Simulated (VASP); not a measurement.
# MgS (Fm-3m) in VASP: a series of runs

The runs below take MgS through single point, with r2SCAN, HSE06.

Program: VASP 6.6.1. These are calculated values, not measurements. Logs are shortened: lines on timing, memory, paths and dates and some standing lists are left out, and cuts for length are marked.

**1. The cell of the first run**

Symmetry: Fm-3m, No. 225, cubic system. The conventional cell has a = 5.203 Å, b = 5.203 Å, c = 5.203 Å, α = 90.00°, β = 90.00°, γ = 90.00°. Mg (site symmetry m-3m) has 6 S at 2.60 Å within 3.4 Å. S (site symmetry m-3m) has 6 Mg at 2.60 Å within 3.4 Å.

**2. Single point, r2SCAN**

Contents of POSCAR:

```
MgS
1.0
    0.0000000000      2.6015179373      2.6015179373
    2.6015179373      0.0000000000      2.6015179373
    2.6015179373      2.6015179373      0.0000000000
Mg S
1 1
Direct
    0.0000000000      0.0000000000      0.0000000000
    0.5000000000      0.5000000000      0.5000000000
```

Contents of INCAR.step1:

```
SYSTEM = MgS
ALGO = Normal
EDIFF = 1E-5
ENCUT = 920
GGA = PE
GGA_COMPAT = .FALSE.
ISMEAR = 0
LASPH = .TRUE.
LCHARG = .FALSE.
LREAL = .FALSE.
LWAVE = .TRUE.
NBANDS = 15
NELM = 120
PREC = Accurate
SIGMA = 0.5
```

Contents of INCAR.step2:

```
SYSTEM = MgS
ALGO = Normal
EDIFF = 1E-6
ENCUT = 920
GGA_COMPAT = .FALSE.
ISIF = 2
ISMEAR = 0
ISTART = 1
LASPH = .TRUE.
LCHARG = .FALSE.
LMIXTAU = .TRUE.
LREAL = .FALSE.
LWAVE = .FALSE.
METAGGA = R2SCAN
NBANDS = 15
NELM = 120
PREC = Accurate
SIGMA = 0.5
```

Contents of KPOINTS:

```
k-points
0
G
  6 6 6
  0 0 0
```

Potentials or basis: VASP PAW PBE potentials, release 64 (Mg_sv, S).

Started as:

```console
$ cat potpaw_PBE.64/Mg_sv/POTCAR potpaw_PBE.64/S/POTCAR > POTCAR
$ cp INCAR.step1 INCAR
$ mpirun -np 1 vasp_std > vasp.out
$ cp INCAR.step2 INCAR
$ mpirun -np 1 vasp_std > vasp.out
```

OUTCAR:

```text
SYSTEM = MgS
   EDIFF = 1E-6
   ENCUT = 920
   ISIF = 2
   ISMEAR = 0
   ISTART = 1
   LASPH = .TRUE.
   LREAL = .FALSE.
   METAGGA = R2SCAN
   NELM = 120
   PREC = Accurate

 ion  position               nearest neighbor table
   1  0.000  0.000  0.000-
   2  0.500  0.500  0.500-

  LATTYP: Found a face centered cubic cell.
 ALAT       =     5.2030358746

  Lattice vectors:

 A1 = (   0.0000000000,   2.6015179373,   2.6015179373)
 A2 = (   2.6015179373,   0.0000000000,   2.6015179373)
 A3 = (   2.6015179373,   2.6015179373,   0.0000000000)

Analysis of symmetry for initial positions (statically):
=====================================================================
 Subroutine PRICEL returns:
 Original cell was already a primitive cell.

 Routine SETGRP: Setting up the symmetry group for a
 face centered cubic supercell.

 Subroutine GETGRP returns: Found 48 space group operations
 (whereof 48 operations were pure point group operations)
 out of a pool of 48 trial point group operations.

The static configuration has the point symmetry O_h .

Analysis of symmetry for dynamics (positions and initial velocities):
=====================================================================
 Subroutine PRICEL returns:
 Original cell was already a primitive cell.

 Routine SETGRP: Setting up the symmetry group for a
 face centered cubic supercell.

 Subroutine GETGRP returns: Found 48 space group operations
 (whereof 48 operations were pure point group operations)
 out of a pool of 48 trial point group operations.

The dynamic configuration has the point symmetry O_h .

 Subroutine INISYM returns: Found 48 space group operations
 (whereof 48 operations are pure point group operations),
 and found     1 'primitive' translations

----------------------------------------------------------------------------------------

                                     Primitive cell

  volume of cell :      35.2136

  direct lattice vectors                    reciprocal lattice vectors
     0.000000000  2.601517937  2.601517937    -0.192195484  0.192195484  0.192195484
     2.601517937  0.000000000  2.601517937     0.192195484 -0.192195484  0.192195484
     2.601517937  2.601517937  0.000000000     0.192195484  0.192195484 -0.192195484

  length of vectors
     3.679101950  3.679101950  3.679101950     0.332892344  0.332892344  0.332892344

  position of ions in fractional coordinates (direct lattice)
     0.000000000  0.000000000  0.000000000
     0.500000000  0.500000000  0.500000000

  ion indices of the primitive-cell ions
   primitive index   ion index
                 1           1
                 2           2

----------------------------------------------------------------------------------------

 KPOINTS: k-points

Automatic generation of k-mesh.
 Grid dimensions read from file:
 generate k-points for:    6    6    6

 Generating k-lattice:

  Cartesian coordinates                     Fractional coordinates (reciprocal lattice)
    -0.032032581  0.032032581  0.032032581     0.166666667  0.000000000  0.000000000
     0.032032581 -0.032032581  0.032032581     0.000000000  0.166666667  0.000000000
     0.032032581  0.032032581 -0.032032581     0.000000000  0.000000000  0.166666667

  Length of vectors
     0.055482057  0.055482057  0.055482057

  Shift w.r.t. Gamma in fractional coordinates (k-lattice)
     0.000000000  0.000000000  0.000000000

 Subroutine IBZKPT returns following result:
 ===========================================

 Found     16 irreducible k-points:

 Following reciprocal coordinates:
            Coordinates               Weight
  0.000000  0.000000  0.000000      1.000000
  0.166667  0.000000  0.000000      8.000000
  0.333333  0.000000  0.000000      8.000000
  0.500000  0.000000  0.000000      4.000000
  0.166667  0.166667  0.000000      6.000000
  0.333333  0.166667  0.000000     24.000000
[... 8 lines left out ...]
 -0.333333  0.333333  0.166667     24.000000
 -0.333333  0.500000  0.166667     12.000000
   k-points           NKPTS =     16   k-points in BZ     NKDIM =     16   number of bands    NBANDS=     15
   number of dos      NEDOS =    301   number of ions     NIONS =      2
   total plane-waves  NPLWV =  46656
   dimension x,y,z NGX =    36 NGY =   36 NGZ =   36
   dimension x,y,z NGXF=    72 NGYF=   72 NGZF=   72
   ions per type =               1   1
   NGX,Y,Z   is equivalent  to a cutoff of  16.27, 16.27, 16.27 a.u.
   NGXF,Y,Z  is equivalent  to a cutoff of  32.53, 32.53, 32.53 a.u.
 SYSTEM =  MgS
   PREC   = accura    normal or accurate (medium, high low for compatibility)
   ISTART =      1    job   : 0-new  1-cont  2-samecut
   ICHARG =      0    charge: 1-file 2-atom 10-const
   ISPIN  =      1    spin polarized calculation?
   LNONCOLLINEAR =      F non collinear calculations
   LSORBIT =      F    spin-orbit coupling
   LASPH  =      T    aspherical Exc in radial PAW
   ENCUT  =  920.0 eV  67.62 Ry    8.22 a.u.   9.10  9.10  9.10*2*pi/ulx,y,z
   NELM   =    120;   NELMIN=  2; NELMDL=  0     # of ELM steps
   EDIFF  = 0.1E-05   stopping-criterion for ELM
   LREAL  =      F    real-space projection
   EDIFFG = 0.1E-04   stopping-criterion for IOM
   NSW    =      0    number of steps for IOM
   IBRION =     -1    ionic relax: 0-MD 1-quasi-New 2-CG
   NFREE  =      0    steps in history (QN), initial steepest desc. (CG)
   ISIF   =      2    stress and relaxation
   ISYM   =      2    0-nonsym 1-usesym 2-fastsym
   POTIM  = 0.5000    time-step for ionic-motion
   TEBEG  =    0.0;   TEEND  =   0.0 temperature during run
   PSTRESS=    0.0 pullay stress
   NELECT =      16.0000    total number of electrons
   NUPDOWN=      -1.0000    fix difference up-down
   EMIN   =  10.00;   EMAX   =-10.00  energy-range for DOS
   EFERMI =   0.00;   METHOD = LEGACY
   ISMEAR =     0;   SIGMA  =   0.50  broadening in eV -4-tet -1-fermi 0-gaus
   EFERMI_NEDOS =   21; number of points for ismear=-14 and -15
   IALGO  =     38    algorithm
   IMIX   =      4    mixing-type and parameters
     AMIX     =   0.40;   BMIX     =  1.00
     AMIX_MAG =   1.60;   BMIX_MAG =  1.00
  volume/ion in A,a.u.               =      17.61       118.82
  Fermi-wavevector in a.u.,A,eV,Ry     =   1.258572  2.378356 21.551669  1.584003
  Thomas-Fermi vector in A             =   2.392175
   LORBIT       =      0    0 simple, 1 ext, 2 COOP (PROOUT), +10 PAW based schemes
   METAGGA = R2SCAN    functional components
   LHFCALC =     F    Hartree Fock is set to
   AEXX    =    0.0000 exact exchange contribution
   IVDW    =     0    specifies the selected vdW correction
   LEPSILON=     F    determine dielectric tensor
   LRPA    =     F    only Hartree local field effects (RPA)
 non-spin polarized calculation
 Gauss-broadening in eV      SIGMA  =   0.50
  energy-cutoff  :      920.00
  volume of cell :       35.21
 maximum number of plane-waves:      2252
   NGX = 19   NGY = 19   NGZ = 19

 number of electron      16.0000003 magnetization

 Free energy of the ion-electron system (eV)
  ---------------------------------------------------
  ext. energy  EPLUGINS =         0.00000000
  ---------------------------------------------------
  free energy    TOTEN  =       -15.54524455 eV

  energy without entropy =      -15.54524450  energy(sigma->0) =      -15.54524453

 E-fermi :   5.1228     XC(G=0): -10.3300

 val. band max:        3.3618954233   @ k =   0.0000   0.0000   0.0000
 cond. band min:       6.8579959485   @ k =   0.5000   0.5000   0.0000
 fundamental gap:      3.4961005252
 Fermi energy:         5.1227770963

 k-point     1 :       0.0000    0.0000    0.0000
  band No.  band energies     occupation
      1     -74.2403      2.00000
      2     -39.3473      2.00000
      3     -39.3473      2.00000
      4     -39.3473      2.00000
      5      -9.8188      2.00000
      6       3.3619      2.00000
      7       3.3619      2.00000
      8       3.3619      2.00000
      9       8.0200      0.00000
     10      11.8902      0.00000
     11      11.8902      0.00000
     12      11.8902      0.00000
     13      14.3087      0.00000
     14      14.3087      0.00000
     15      16.8892      0.00000

 k-point     2 :       0.1667    0.0000    0.0000
  band No.  band energies     occupation
      1     -74.2402      2.00000
      2     -39.3489      2.00000
      3     -39.3475      2.00000
      4     -39.3475      2.00000
      5      -9.5470      2.00000
      6       1.7710      2.00000
      7       3.1844      2.00000
      8       3.1844      2.00000
      9       9.0332      0.00000
     10      11.6967      0.00000
     11      12.1836      0.00000
     12      12.1836      0.00000
     13      13.6787      0.00000
     14      13.6787      0.00000
     15      16.9666      0.00000

 k-point     3 :       0.3333    0.0000    0.0000
  band No.  band energies     occupation
      1     -74.2400      2.00000
      2     -39.3522      2.00000
      3     -39.3479      2.00000
      4     -39.3479      2.00000
      5      -8.8948      2.00000
      6      -0.4900      2.00000
      7       2.8753      2.00000
      8       2.8753      2.00000
      9       8.8527      0.00000
     10      11.3305      0.00000
     11      11.3305      0.00000
     12      13.7344      0.00000
     13      15.6117      0.00000
     14      15.6117      0.00000
     15      16.0264      0.00000
[... 199 lines left out ...]
 k-point    15 :      -0.3333    0.3333    0.1667
  band No.  band energies     occupation
      1     -74.2400      2.00000
      2     -39.3522      2.00000
      3     -39.3505      2.00000
      4     -39.3491      2.00000
      5      -8.1742      2.00000
      6      -0.5932      2.00000
      7       0.6114      2.00000
      8       1.7632      2.00000
      9       9.3866      0.00000
     10      10.7655      0.00000
     11      12.7861      0.00000
     12      13.0329      0.00000
     13      16.5066      0.00000
     14      18.4649      0.00000
     15      19.9367      0.00000

 k-point    16 :      -0.3333    0.5000    0.1667
  band No.  band energies     occupation
      1     -74.2399      2.00000
      2     -39.3522      2.00000
      3     -39.3505      2.00000
      4     -39.3497      2.00000
      5      -8.0705      2.00000
      6      -0.4496      2.00000
      7       0.7416      2.00000
      8       1.1582      2.00000
      9       8.4716      0.00000
     10      10.1640      0.00000
     11      13.3270      0.00000
     12      13.9686      0.00000
     13      18.4032      0.00000
     14      19.5594      0.00000
     15      19.8268      0.00000

------------------------ aborting loop because EDIFF is reached ----------------------------------------

  FORCE on cell =-STRESS in cart. coord.  units (eV):
  Direction    XX          YY          ZZ          XY          YZ          ZX
  --------------------------------------------------------------------------------------
  -------------------------------------------------------------------------------------
  Total        0.0265524      0.0265524      0.0265524     -0.0000000      0.0000000     -0.0000000
  in kB        1.2081011      1.2081011      1.2081011     -0.0000000      0.0000000     -0.0000000
  external PRESSURE =       1.2081011 kB  Pullay stress =       0.0000000 kB

 VOLUME and BASIS-vectors are now :
 -----------------------------------------------------------------------------
  energy-cutoff  :      920.00
  volume of cell :       35.21
      direct lattice vectors                 reciprocal lattice vectors
     0.000000000  2.601517937  2.601517937    -0.192195484  0.192195484  0.192195484
     2.601517937  0.000000000  2.601517937     0.192195484 -0.192195484  0.192195484
     2.601517937  2.601517937  0.000000000     0.192195484  0.192195484 -0.192195484

 POSITION                                       TOTAL-FORCE (eV/Angst)
 -----------------------------------------------------------------------------------
      0.00000      0.00000      0.00000         0.000000      0.000000     -0.000000
      2.60152      2.60152      2.60152        -0.000000     -0.000000      0.000000
 -----------------------------------------------------------------------------------
    total drift:                                0.000000      0.000000      0.000000

  FREE ENERGIE OF THE ION-ELECTRON SYSTEM (eV)
  ---------------------------------------------------
  free  energy   TOTEN  =       -15.5452445492 eV

  energy  without entropy=      -15.5452445023  energy(sigma->0) =      -15.54524453
```

It took 74 s on 1 thread of AMD EPYC 7R43 (Zen 3), shared host; peak memory 0.19 GiB.

What came out:

```
Free energy            : -15.5452 eV
Pressure               : 0.1 GPa
Band gap on the k mesh : 3.50 eV (least direct gap 4.66 eV)
```

Caveat: so wide a smearing shifts energies and pressures; the PAW data sets were made with another functional, which shifts forces and pressure a little. A k mesh can miss the band edges.

**3. Single point, HSE06**

POSCAR is that of step 2.

Contents of INCAR.step1:

```
SYSTEM = MgS
  ALGO = Normal
  EDIFF = 1E-5
  ENCUT = 620
  GGA = PE
  GGA_COMPAT = .FALSE.
  ISIF = 2
  ISMEAR = -1
  LASPH = .TRUE.
  LCHARG = .FALSE.
  LREAL = .FALSE.
  LWAVE = .TRUE.
  NBANDS = 15
  NELM = 120
  PREC = Accurate
  SIGMA = 0.2
```

Contents of INCAR.step2:

```
SYSTEM = MgS
  ALGO = Normal
  EDIFF = 1E-6
  ENCUT = 620
  GGA = PE
  GGA_COMPAT = .FALSE.
  HFSCREEN = 0.2079
  ISIF = 2
  ISMEAR = -1
  ISTART = 1
  LASPH = .TRUE.
  LCHARG = .FALSE.
  LHFCALC = .TRUE.
  LREAL = .FALSE.
  LWAVE = .FALSE.
  NBANDS = 15
  NELM = 120
  PREC = Accurate
  PRECFOCK = Normal
  SIGMA = 0.2
```

Contents of KPOINTS:

```
k-points
0
G
  4 4 4
  0 0 0
```

Potentials or basis: VASP PAW PBE potentials, release 64 (Mg_sv, S).

Started as:

```console
$ cat potpaw_PBE.64/Mg_sv/POTCAR potpaw_PBE.64/S/POTCAR > POTCAR
$ cp INCAR.step1 INCAR
$ mpirun -np 1 vasp_std > vasp.out
$ cp INCAR.step2 INCAR
$ mpirun -np 1 vasp_std > vasp.out
```

Wall time 5.9 min (1 thread of AMD EPYC 7R13 (Zen 3), shared host); peak memory 0.24 GiB.

The run converged. Its results:

```yaml
Free_energy: -9.9036 eV
Pressure: -0.2 GPa
Band_gap_on_the_k_mesh: 3.82 eV (least direct gap 4.85 eV)
```

Levels at points of the mesh, in eV from the valence-band top:
```tsv
k point	band 6	band 7	band 8	band 9	band 10	band 11
(0.00, 0.00, 0.00)	0.00	0.00	0.00	4.85	9.09	9.09
(0.50, 0.00, 0.00)	-5.25	-0.65	-0.65	5.57	8.07	8.07
(0.50, 0.50, 0.00)	-4.58	-1.84	-1.84	3.82	5.33	13.54
```

Caveat: the k points lie up to 0.52 Å⁻¹ apart; the PAW data sets were made with another functional, which shifts forces and pressure a little.
